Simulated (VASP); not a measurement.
# Pd12CO: single point with LDA

System: Pd12CO, a slab with vacuum.

```
Pd C O
1.0
     5.50129    0.00000    0.00000
     2.75065    4.76426    0.00000
     0.00000    0.00000   17.49179
Pd C O
12 1 1
Direct
  0.16667 0.16666 0.05717
  0.66668 0.16666 0.05717
  0.16666 0.66667 0.05717
  0.66667 0.66667 0.05717
  0.83023 0.29675 0.17667
  0.33608 0.30248 0.18843
  0.82545 0.80017 0.18270
  0.30826 0.84049 0.18648
  0.98917 0.98999 0.31896
  0.46069 0.99906 0.31010
  0.95680 0.50507 0.31024
  0.46241 0.51735 0.30927
  0.98906 0.23233 0.40005
  0.94533 0.19008 0.46430
```

| Item | Value |
| --- | --- |
| Program | VASP 6.6.1 |
| Task | single point |
| Functional | LDA |
| Potentials or basis | VASP PAW LDA potentials, release 64 (Pd, C, O) |
| Cutoff | 520 eV |
| k mesh | 2 × 2 × 1 |
| Occupations | fermi-dirac, width 0.1 eV |
| Spin | no spin polarisation |

| Property | Result |
| --- | --- |
| Largest force | 2.458 eV/Å |
| Band gap on the k mesh | zero (bands 65 and 66 overlap by 0.29 eV) |

Forces on the atoms (eV/Å):
```
Pd   0.244 -0.087 -0.211
Pd  -0.475 -0.240 -0.732
Pd  -0.008 -0.124  0.289
Pd  -0.197  0.017 -0.388
Pd  -0.107  1.007  1.577
Pd   0.129  1.039 -0.957
Pd   0.335  0.439  0.771
Pd  -0.061 -1.391 -0.761
Pd  -1.128  0.391 -0.906
Pd   1.015  0.110  0.720
Pd   0.011 -0.794  1.031
Pd  -0.041 -1.112  0.069
C   -1.010 -0.194  1.363
O    1.293  0.939 -1.867
```

Levels at points of the mesh, in eV from the Fermi level:
| k point | band 63 | band 64 | band 65 | band 66 | band 67 | band 68 | band 69 | band 70 |
| --- | --- | --- | --- | --- | --- | --- | --- | --- |
| (0.00, 0.00, 0.00) | 0.04 | 0.10 | 0.15 | 0.16 | 0.19 | 0.66 | 1.35 | 1.72 |
| (0.50, 0.00, 0.00) | -0.23 | -0.18 | -0.17 | -0.05 | 0.00 | 0.01 | 0.73 | 2.03 |
| (0.50, 0.50, 0.00) | -0.30 | -0.23 | -0.19 | -0.15 | 0.02 | 0.10 | 0.92 | 1.90 |
| (0.00, 0.50, 0.00) | -0.30 | -0.20 | -0.18 | -0.11 | 0.01 | 0.02 | 1.17 | 1.68 |

Run time: 3.1 min on 1 thread of AMD EPYC 9R45 96-Core Processor (Zen 5), on a shared host, peak memory 0.45 GiB.

Caveat: the k points lie up to 0.66 Å⁻¹ apart; the atoms stand as in a frame of molecular dynamics; there is no dipole correction, which matters where the two faces differ.
